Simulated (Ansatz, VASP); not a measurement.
**Two plane-wave programs on BeS**

```
Be S
1.0
     0.00000    2.43792    2.43792
     2.43792    0.00000    2.43792
     2.43792    2.43792    0.00000
Be S
1 1
Cartesian
  0.0000 0.0000 0.0000
  3.6569 3.6569 3.6569
```

Alike in both runs: functional PBE; k mesh 8 × 8 × 8; occupations gaussian, width 0.02 eV; no spin polarisation.

Ansatz relaxed the structure, and its values are those at the end. VASP's run is a single point on that final structure, the one shown.

```csv
,VASP,Ansatz
version,VASP 6.6.1,Ansatz 0.2.0
potentials or method,"VASP PAW PBE potentials, release 64 (Be, S), cutoff 520 eV","scalar-relativistic, plane waves, PAW"
valence electrons in the cell,8,8
```

VASP gave:

| Item | Value |
| --- | --- |
| gap on the k mesh at the Fermi level (eV) | 3.15 |
| least direct gap on the mesh (eV) | 5.68 |
| pressure (GPa) | 0.0 |

Question: What did Ansatz give for the same quantities?

Answer: gap on the k mesh at the Fermi level (eV): 3.14; least direct gap on the mesh (eV): 5.66; pressure (GPa): 0.0.

With one functional, cell and mesh, what is left measures potentials, basis and numerics.
